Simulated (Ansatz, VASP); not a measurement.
## SnTe: VASP beside Ansatz

Contents of INCAR:

```
PREC = Accurate
ENCUT = 520
EDIFF = 1E-7
ISMEAR = 0
SIGMA = 0.05
LREAL = False
LASPH = True
NELM = 150
ALGO = Normal
ISIF = 2
LWAVE = False
LCHARG = False
MAGMOM = 0 0 0 0 0 0
LORBIT = 11
LSORBIT = True
GGA_COMPAT = False
LORBMOM = True
GGA = PE
NBANDS = 32
```

KPOINTS

```
Automatic mesh
0
Gamma
  6 6 6
```

POSCAR

```
SnTe
1.0
    0.0000000000      3.1138405767      3.1138405767
    3.1138405767      0.0000000000      3.1138405767
    3.1138405767      3.1138405767      0.0000000000
Sn Te
1 1
Direct
    0.5000000000      0.5000000000      0.5000000000
    0.0000000000      0.0000000000      0.0000000000
```

Input for Ansatz:

```yaml
crystal:
  lattice:
    - [0.0, 3.1138405767, 3.1138405767]
    - [3.1138405767, 0.0, 3.1138405767]
    - [3.1138405767, 3.1138405767, 0.0]
  atoms:
    - { symbol: Sn, position: [0.5, 0.5, 0.5] }
    - { symbol: Te, position: [0.0, 0.0, 0.0] }
basis:
  ecutwfc: 420
  ecutrho_ratio: 4
kpoints:
  mp_grid: { grid: [6, 6, 6] }
hamiltonian:
  xc: pbe
scf:
  occupations: { method: gaussian, width: 0.05 }
output:
  forces: true
  stress: true
  eigenvalues: true
  populations: true
  topological_invariants: true
magnetization:
  noncollinear: true
  spin_orbit: true
```

Alike in both runs: task single point; functional PBE; k mesh 6 × 6 × 6; occupations gaussian, width 0.05 eV; non-collinear spin, spin-orbit coupling.

```csv
,VASP,Ansatz
version,VASP 6.6.1,Ansatz 0.2.0
potentials or method,"VASP PAW PBE potentials, release 64 (Sn_d, Te), cutoff 520 eV","plane waves, PAW"
valence electrons in the cell,20,30
```

```tsv
	VASP	Ansatz	Ansatz less VASP
pressure (GPa)	4.2	4.2	0.00
```

VASP's potentials hold 20 valence electrons a cell and Ansatz's 30, so a difference there can come from the potentials and not from the codes.
